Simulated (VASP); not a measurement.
# SiGe (P6_3mc) in VASP: a series of runs, part 2 of 2

VASP 6.6.1. The steps go on from the part before.

## Step 3: Single point, r2SCAN (all Ge atoms moved +0.075 Å, as atom 3 along Cartesian [0 0 1])

POSCAR reads:

```
SiGe
1.0
    3.9043776430      0.0000000000      0.0000000000
   -1.9521888215      3.3812902248      0.0000000000
    0.0000000000      0.0000000000      6.4536796672
Si Ge
2 2
Direct
    0.6666666667      0.3333333333      0.8744661518
    0.3333333333      0.6666666667      0.3744661518
    0.6666666667      0.3333333333      0.5121541253
    0.3333333333      0.6666666667      0.0121541253
```

INCAR.step1 reads:

```
SYSTEM = SiGe
PREC = Accurate
ENCUT = 520
ISMEAR = 0
SIGMA = 0.05
LREAL = .False.
LASPH = .True.
NELM = 80
NBANDS = 26
GGA = PE
ALGO = Normal
EDIFF = 1E-4
LWAVE = .True.
LCHARG = .False.
```

INCAR.step2 reads:

```
SYSTEM = SiGe
PREC = Accurate
ENCUT = 520
EDIFF = 1E-6
ISMEAR = 0
SIGMA = 0.05
LREAL = .False.
LASPH = .True.
NELM = 80
ALGO = Normal
ISIF = 2
LWAVE = .False.
LCHARG = .False.
METAGGA = R2SCAN
LMIXTAU = .True.
NBANDS = 26
ISTART = 1
```

KPOINTS reads:

```
regular mesh
0
Gamma
  12 12 4
  0 0 0
```

Potentials or basis: VASP PAW PBE potentials, release 64 (Si, Ge_d).

Launch:

```sh
> cat potpaw_PBE.64/Si/POTCAR potpaw_PBE.64/Ge_d/POTCAR > POTCAR
> cp INCAR.step1 INCAR
> mpirun -np 1 vasp_std > vasp.out
> cp INCAR.step2 INCAR
> mpirun -np 1 vasp_std > vasp.out
```

OUTCAR:

```text
SYSTEM = SiGe
   PREC = Accurate
   ENCUT = 520
   EDIFF = 1E-6
   ISMEAR = 0
   LREAL = .False.
   LASPH = .True.
   NELM = 80
   ISIF = 2
   METAGGA = R2SCAN
   ISTART = 1

 ion  position               nearest neighbor table
   1  0.667  0.333  0.874-   3 2.34   4 2.42   4 2.42   4 2.42
   2  0.333  0.667  0.374-   4 2.34   3 2.42   3 2.42   3 2.42
   3  0.667  0.333  0.512-   1 2.34   2 2.42   2 2.42   2 2.42
   4  0.333  0.667  0.012-   2 2.34   1 2.42   1 2.42   1 2.42

  LATTYP: Found a hexagonal cell.
 ALAT       =     3.9043776430
 C/A-ratio  =     1.6529342849

  Lattice vectors:

 A1 = (   3.9043776430,   0.0000000000,   0.0000000000)
 A2 = (  -1.9521888215,   3.3812902248,   0.0000000000)
 A3 = (   0.0000000000,   0.0000000000,   6.4536796672)

Analysis of symmetry for initial positions (statically):
=====================================================================
 Subroutine PRICEL returns:
 Original cell was already a primitive cell.

 Routine SETGRP: Setting up the symmetry group for a
 hexagonal supercell.

 Subroutine GETGRP returns: Found 12 space group operations
 (whereof  6 operations were pure point group operations)
 out of a pool of 24 trial point group operations.

The static configuration has the point symmetry C_3v.
 The point group associated with its full space group is C_6v.

Analysis of symmetry for dynamics (positions and initial velocities):
=====================================================================
 Subroutine PRICEL returns:
 Original cell was already a primitive cell.

 Routine SETGRP: Setting up the symmetry group for a
 hexagonal supercell.

 Subroutine GETGRP returns: Found 12 space group operations
 (whereof  6 operations were pure point group operations)
 out of a pool of 24 trial point group operations.

The dynamic configuration has the point symmetry C_3v.
 The point group associated with its full space group is C_6v.

 Subroutine INISYM returns: Found 12 space group operations
 (whereof  6 operations are pure point group operations),
[... 120 lines left out ...]
     AMIX_MAG =   1.60;   BMIX_MAG =  1.00
  volume/ion in A,a.u.               =      21.30       143.74
  Fermi-wavevector in a.u.,A,eV,Ry     =   1.228462  2.321457 20.532813  1.509119
  Thomas-Fermi vector in A             =   2.363387
   LORBIT       =      0    0 simple, 1 ext, 2 COOP (PROOUT), +10 PAW based schemes
   METAGGA = R2SCAN    functional components
   LHFCALC =     F    Hartree Fock is set to
   AEXX    =    0.0000 exact exchange contribution
   IVDW    =     0    specifies the selected vdW correction
   LEPSILON=     F    determine dielectric tensor
   LRPA    =     F    only Hartree local field effects (RPA)
 non-spin polarized calculation
 Gauss-broadening in eV      SIGMA  =   0.05
  energy-cutoff  :      520.00
  volume of cell :       85.20
 maximum number of plane-waves:      2316
 NGX is ok and might be reduce to    30
   NGX = 15   NGY = 15   NGZ = 23

 number of electron      35.9999977 magnetization

 Free energy of the ion-electron system (eV)
  ---------------------------------------------------
  ext. energy  EPLUGINS =         0.00000000
  ---------------------------------------------------
  free energy    TOTEN  =       -45.09947475 eV

  energy without entropy =      -45.09947475  energy(sigma->0) =      -45.09947475

 E-fermi :   5.9135     XC(G=0): -10.3765

 val. band max:        5.7060932041   @ k =   0.0000   0.0000   0.0000
 cond. band min:       6.2126884703   @ k =   0.3333  -0.0000   0.2500
 fundamental gap:      0.5065952662
 Fermi energy:         5.9134643070

 k-point     1 :       0.0000    0.0000    0.0000
  band No.  band energies     occupation
      1     -19.7649      2.00000
      2     -19.7642      2.00000
      3     -19.7522      2.00000
      4     -19.7522      2.00000
      5     -19.7483      2.00000
      6     -19.7483      2.00000
[... 685 lines left out ...]
     25      12.9862      0.00000
     26      13.2995      0.00000

 [... further k-points ...]

------------------------ aborting loop because EDIFF is reached ----------------------------------------

  FORCE on cell =-STRESS in cart. coord.  units (eV):
  Direction    XX          YY          ZZ          XY          YZ          ZX
  --------------------------------------------------------------------------------------
  -------------------------------------------------------------------------------------
  Total       -0.7949326     -0.7949326      1.6047113      0.0000000      0.0000000     -0.0000000
  in kB      -14.9485552    -14.9485552     30.1762879      0.0000000      0.0000000     -0.0000000
  external PRESSURE =       0.0930592 kB  Pullay stress =       0.0000000 kB

 VOLUME and BASIS-vectors are now :
 -----------------------------------------------------------------------------
  energy-cutoff  :      520.00
  volume of cell :       85.20
      direct lattice vectors                 reciprocal lattice vectors
     3.904377643  0.000000000  0.000000000     0.256122766  0.147872548  0.000000000
    -1.952188822  3.381290225  0.000000000     0.000000000  0.295745095  0.000000000
     0.000000000  0.000000000  6.453679667     0.000000000  0.000000000  0.154950362

 POSITION                                       TOTAL-FORCE (eV/Angst)
 -----------------------------------------------------------------------------------
      1.95219      1.12710      5.64352        -0.000000     -0.000000      1.050226
     -0.00000      2.25419      2.41668        -0.000000     -0.000000      1.050226
      1.95219      1.12710      3.30528         0.000000      0.000000     -1.050226
     -0.00000      2.25419      0.07844        -0.000000     -0.000000     -1.050226
 -----------------------------------------------------------------------------------
    total drift:                               -0.000000     -0.000001      0.012318

  FREE ENERGIE OF THE ION-ELECTRON SYSTEM (eV)
  ---------------------------------------------------
  free  energy   TOTEN  =       -45.0994747475 eV

  energy  without entropy=      -45.0994747475  energy(sigma->0) =      -45.09947475
```

OUTCAR.step1:

```text
SYSTEM = SiGe
   PREC = Accurate
   ENCUT = 520
   ISMEAR = 0
   LREAL = .False.
   LASPH = .True.
   NELM = 80
[... 927 lines left out ...]
     -0.00000      2.25419      2.41668         0.000000      0.000000      1.022138
      1.95219      1.12710      3.30528         0.000000     -0.000000     -1.022138
     -0.00000      2.25419      0.07844        -0.000000      0.000000     -1.022138
 -----------------------------------------------------------------------------------
    total drift:                               -0.000000     -0.000000      0.004675

  FREE ENERGIE OF THE ION-ELECTRON SYSTEM (eV)
  ---------------------------------------------------
  free  energy   TOTEN  =       -19.6439049951 eV

  energy  without entropy=      -19.6439049543  energy(sigma->0) =      -19.64390497
```

OSZICAR.step1:

```text
N       E                     dE             d eps       ncg     rms          rms(c)
DAV:   1     0.262761343073E+03    0.26276E+03   -0.17653E+04  3444   0.296E+03
DAV:   2     0.225389275289E+02   -0.24022E+03   -0.23209E+03  3020   0.623E+02
DAV:   3    -0.182285633340E+02   -0.40767E+02   -0.40225E+02  3588   0.153E+02
DAV:   4    -0.198688775195E+02   -0.16403E+01   -0.16375E+01  3518   0.340E+01
DAV:   5    -0.199031679482E+02   -0.34290E-01   -0.34281E-01  3632   0.550E+00    0.568E+00
DAV:   6    -0.197271399066E+02    0.17603E+00   -0.87735E-02  3450   0.198E+00    0.341E+00
DAV:   7    -0.196403619167E+02    0.86778E-01   -0.15737E-01  3354   0.237E+00    0.215E-01
DAV:   8    -0.196431166870E+02   -0.27548E-02   -0.15195E-02  3602   0.119E+00    0.107E-01
DAV:   9    -0.196436918176E+02   -0.57513E-03   -0.64504E-04  3048   0.231E-01    0.713E-02
DAV:  10    -0.196438790893E+02   -0.18727E-03   -0.17046E-04  2850   0.771E-02    0.189E-02
DAV:  11    -0.196439049951E+02   -0.25906E-04   -0.38750E-05  2200   0.623E-02
   1 F= -.19643905E+02 E0= -.19643905E+02  d E =-.408183E-07
```

Wall time 5.7 min (1 thread of Intel Xeon Platinum 8259CL at 2.50GHz (Skylake/Cascade Lake), shared host); peak memory 0.27 GiB.

What came out:

```
Free energy            : -45.0995 eV
Pressure               : 0.0 GPa
Largest force          : 1.050 eV/Å
Band gap on the k mesh : 0.51 eV (least direct gap 0.72 eV)
```

Forces on the atoms (eV/Å):
```
Si   0.000  0.000  1.050
Si   0.000  0.000  1.050
Ge   0.000  0.000 -1.050
Ge   0.000  0.000 -1.050
```

Caveat: the cell differs from its parent crystal (all Ge atoms moved +0.075 Å, as atom 3 along Cartesian [0 0 1]); the PAW data sets were made with another functional, which shifts forces and pressure a little. A k mesh can miss the band edges.

## Step 4: Single point, r2SCAN (all Ge atoms moved +0.300 Å, as atom 3 along Cartesian [0 0 1])

POSCAR: that of step 3 with these lines changed.

```diff
@@ -10,3 +10,3 @@
     0.3333333333      0.6666666667      0.3744661518
-    0.6666666667      0.3333333333      0.5121541253
-    0.3333333333      0.6666666667      0.0121541253
+    0.6666666667      0.3333333333      0.5470179568
+    0.3333333333      0.6666666667      0.0470179568
```

INCAR.step1 reads:

```
SYSTEM = SiGe
ALGO = Normal
EDIFF = 1E-4
ENCUT = 520
GGA = PE
ISMEAR = 0
LASPH = .TRUE.
LCHARG = .FALSE.
LREAL = .FALSE.
LWAVE = .TRUE.
NBANDS = 26
NELM = 80
PREC = Accurate
SIGMA = 0.05
```

INCAR.step2 reads:

```
SYSTEM = SiGe
ALGO = Normal
EDIFF = 1E-7
ENCUT = 520
ISIF = 2
ISMEAR = 0
ISTART = 1
LASPH = .TRUE.
LCHARG = .TRUE.
LELF = .TRUE.
LMIXTAU = .TRUE.
LREAL = .FALSE.
LVHAR = .TRUE.
LWAVE = .FALSE.
METAGGA = R2SCAN
NBANDS = 26
NELM = 80
PREC = Accurate
SIGMA = 0.05
```

KPOINTS reads:

```
k-points
0
G
  12 12 4
  0 0 0
```

Launch:

```sh
> cat potpaw_PBE.64/Si/POTCAR potpaw_PBE.64/Ge_d/POTCAR > POTCAR
> cp INCAR.step1 INCAR
> mpirun -np 1 vasp_std > vasp.out
> cp INCAR.step2 INCAR
> mpirun -np 1 vasp_std > vasp.out
```

Wall time 7.7 min (1 thread of Intel Xeon Platinum 8259CL at 2.50GHz (Skylake/Cascade Lake), shared host); peak memory 0.27 GiB.

Results (log left out):

```
Free energy            : -43.7081 eV
Pressure               : 3.3 GPa
Largest force          : 5.420 eV/Å
Band gap on the k mesh : zero (bands 18 and 19 overlap by 0.79 eV)
```

Forces in eV/Å, atoms in the order of the input:
```
Si   0.000  0.000  5.420
Si   0.000  0.000  5.420
Ge   0.000  0.000 -5.420
Ge   0.000  0.000 -5.420
```

Stress tensor (GPa, compression positive):
```
-5.11  0.00  0.00
 0.00 -5.11  0.00
 0.00  0.00 20.19
```

Levels at points of the mesh, in eV from the Fermi level:
| k point | band 16 | band 17 | band 18 | band 19 | band 20 | band 21 |
| --- | --- | --- | --- | --- | --- | --- |
| (0.00, 0.00, 0.00) | -1.88 | 0.55 | 0.55 | 1.09 | 1.21 | 1.21 |
| (0.50, 0.00, 0.00) | -4.35 | -3.49 | -1.09 | 0.64 | 1.75 | 1.77 |
| (0.00, 0.00, 0.50) | -1.12 | -1.12 | -1.12 | 1.93 | 1.93 | 3.08 |
| (0.50, 0.00, 0.50) | -3.60 | -2.66 | -2.66 | 0.12 | 0.12 | 2.31 |

Caveat: the cell differs from its parent crystal (all Ge atoms moved +0.300 Å, as atom 3 along Cartesian [0 0 1]); the cell stands under pressure; semilocal functionals underestimate gaps, so a narrow gap can read as zero; the PAW data sets were made with another functional, which shifts forces and pressure a little.

## Step 5: Single point, r2SCAN (all Ge atoms moved -0.225 Å, as atom 3 along Cartesian [0 0 1])

POSCAR: that of step 4 with these lines changed.

```diff
@@ -10,3 +10,3 @@
     0.3333333333      0.6666666667      0.3744661518
-    0.6666666667      0.3333333333      0.5470179568
-    0.3333333333      0.6666666667      0.0470179568
+    0.6666666667      0.3333333333      0.4656690168
+    0.3333333333      0.6666666667     -0.0343309832
```

INCAR.step1 reads:

```
ALGO = Normal
EDIFF = 1E-4
ENCUT = 520
GGA = PE
ISMEAR = 0
LASPH = T
LCHARG = F
LREAL = F
LWAVE = T
NBANDS = 26
NELM = 100
PREC = Accurate
SIGMA = 0.05
```

INCAR.step2 reads:

```
ALGO = Normal
EDIFF = 1E-7
ENCUT = 520
ISIF = 2
ISMEAR = 0
ISTART = 1
LASPH = T
LCHARG = F
LMIXTAU = T
LREAL = F
LWAVE = F
METAGGA = R2SCAN
NBANDS = 26
NELM = 100
PREC = Accurate
SIGMA = 0.05
```

KPOINTS reads:

```
k-points
0
Gamma
  12 12 4
```

Launch:

```sh
> cat potpaw_PBE.64/Si/POTCAR potpaw_PBE.64/Ge_d/POTCAR > POTCAR
> cp INCAR.step1 INCAR
> mpirun -np 1 vasp_std > vasp.out
> cp INCAR.step2 INCAR
> mpirun -np 1 vasp_std > vasp.out
```

Wall time 4.2 min (1 thread of AMD EPYC 9R45 (Zen 5), shared host); peak memory 0.24 GiB.

It converged, with:

| Quantity | Value |
| --- | --- |
| Free energy | -44.6727 eV |
| Pressure | 1.3 GPa |
| Largest force | 1.897 eV/Å |
| Band gap on the k mesh | zero (bands 18 and 19 overlap by 0.41 eV) |

Forces in eV/Å, atoms in the order of the input:
```
Si   0.000  0.000 -1.897
Si   0.000  0.000 -1.897
Ge   0.000  0.000  1.897
Ge   0.000  0.000  1.897
```

Stress tensor (GPa, compression positive):
```
 4.54  0.00  0.00
 0.00  4.54  0.00
 0.00  0.00 -5.06
```

Levels at points of the mesh, in eV from the Fermi level:
| k point | band 16 | band 17 | band 18 | band 19 | band 20 | band 21 |
| --- | --- | --- | --- | --- | --- | --- |
| (0.00, 0.00, 0.00) | -1.09 | -1.09 | -0.18 | 0.51 | 1.16 | 1.95 |
| (0.50, 0.00, 0.00) | -4.05 | -2.91 | -2.66 | -0.12 | 1.63 | 3.34 |
| (0.00, 0.00, 0.50) | -1.84 | -1.84 | -1.84 | 0.60 | 0.60 | 2.76 |
| (0.50, 0.00, 0.50) | -3.46 | -2.62 | -2.62 | 0.54 | 0.54 | 1.17 |

Caveat: the cell differs from its parent crystal (all Ge atoms moved -0.225 Å, as atom 3 along Cartesian [0 0 1]); semilocal functionals underestimate gaps, so a narrow gap can read as zero; the PAW data sets were made with another functional, which shifts forces and pressure a little.

## Step 6: Summary

| cell | gap on the mesh (eV) | pressure (GPa) | largest force (eV/Å) |
| --- | --- | --- | --- |
| as given, atomic positions A | - | 0.7 | 1.51 |
| as given, atomic positions B | 0.51 | 0.0 | 1.05 |
| as given, atomic positions C | none | 3.3 | 5.42 |
| as given, atomic positions D | none | 1.3 | 1.90 |

Alike in all rows: task single point; level r2SCAN; potentials or basis VASP PAW PBE potentials, release 64 (Si, Ge_d); no spin polarisation; k mesh 12 × 12 × 4; cutoff (eV) 520; smearing gaussian 0.05 eV.

Caveats: the PAW data sets were made with another functional, which shifts forces and pressure a little; semilocal functionals underestimate gaps, so a narrow gap can read as zero (at least some runs); the cell stands under pressure (at least some runs).

Total energies depend on the potentials used, so only differences within one code and one set of settings carry meaning.
